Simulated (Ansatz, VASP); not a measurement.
**InP: VASP beside Ansatz**

The input INCAR:

```
SYSTEM = InP
ALGO = Normal
EDIFF = 1E-7
ENCUT = 520
GGA = PE
ISIF = 2
ISMEAR = -1
LASPH = .True.
LCHARG = .False.
LREAL = .False.
LWAVE = .False.
NBANDS = 26
NELM = 80
PREC = Accurate
SIGMA = 0.02
```

The input KPOINTS:

```
k-points
0
Gamma
  12 12 4
  0 0 0
```

POSCAR

```
InP
1.0
    3.8532866883      0.0000000000      0.0000000000
   -1.9266433442      3.3370441601      0.0000000000
    0.0000000000      0.0000000000      6.5534407621
In P
2 2
Direct
    0.0000000000      0.0000000000      0.0000000000
    0.0000000000      0.0000000000      0.5000000000
    0.3333333333      0.6666666667      0.2500000000
    0.6666666667      0.3333333333      0.7500000000
```

Input for Ansatz:

```yaml
crystal:
  lattice:
    - [3.8532866883, 0.0, 0.0]
    - [-1.9266433442, 3.3370441601, 0.0]
    - [0.0, 0.0, 6.5534407621]
  atoms:
    - { symbol: In, position: [0.0, 0.0, 0.0] }
    - { symbol: In, position: [0.0, 0.0, 0.5] }
    - { symbol: P, position: [0.3333333333, 0.6666666667, 0.25] }
    - { symbol: P, position: [0.6666666667, 0.3333333333, 0.75] }
kpoints:
  mp_grid: { grid: [12, 12, 4] }
  band_path:
    path:
      - [[0.0, 0.0, 0.0], [0.5, -2.176487114388e-17, 5.196595905519e-19], [0.3333333333333, 0.3333333333333, 3.464397270346e-19], [0.0, 0.0, 0.0], [-6.045852473566e-36, 2.390899119592e-36, 0.5], [0.5, -2.180977671791e-17, 0.5], [0.3333333333333, 0.3333333333333, 0.5], [-6.045852473566e-36, 2.390899119592e-36, 0.5]]
      - [[0.5, -2.180977671791e-17, 0.5], [0.5, -2.176487114388e-17, 5.196595905519e-19]]
      - [[0.3333333333333, 0.3333333333333, 0.5], [0.3333333333333, 0.3333333333333, 3.464397270346e-19]]
    npoints: 10
hamiltonian:
  xc: pbe
scf:
  occupations: { method: fermi_dirac, width: 0.02 }
  n_extra_bands: 5
output:
  forces: true
  stress: true
  eigenvalues: true
```

Alike in both runs: task single point; functional PBE; k mesh 12 × 12 × 4; occupations fermi-dirac, width 0.02 eV; no spin polarisation.

```csv
,VASP,Ansatz
version,VASP 6.6.1,Ansatz 0.2.0
potentials or method,"VASP PAW PBE potentials, release 64 (In_d, P)","plane waves, PAW"
plane-wave cutoff (eV),520,420
valence electrons in the cell,36,36
```

```tsv
	VASP	Ansatz	Ansatz less VASP
pressure (GPa)	1.8	1.9	+0.06
traceless stress, the component that is largest in VASP (GPa)	0.24	0.24	0.000
```
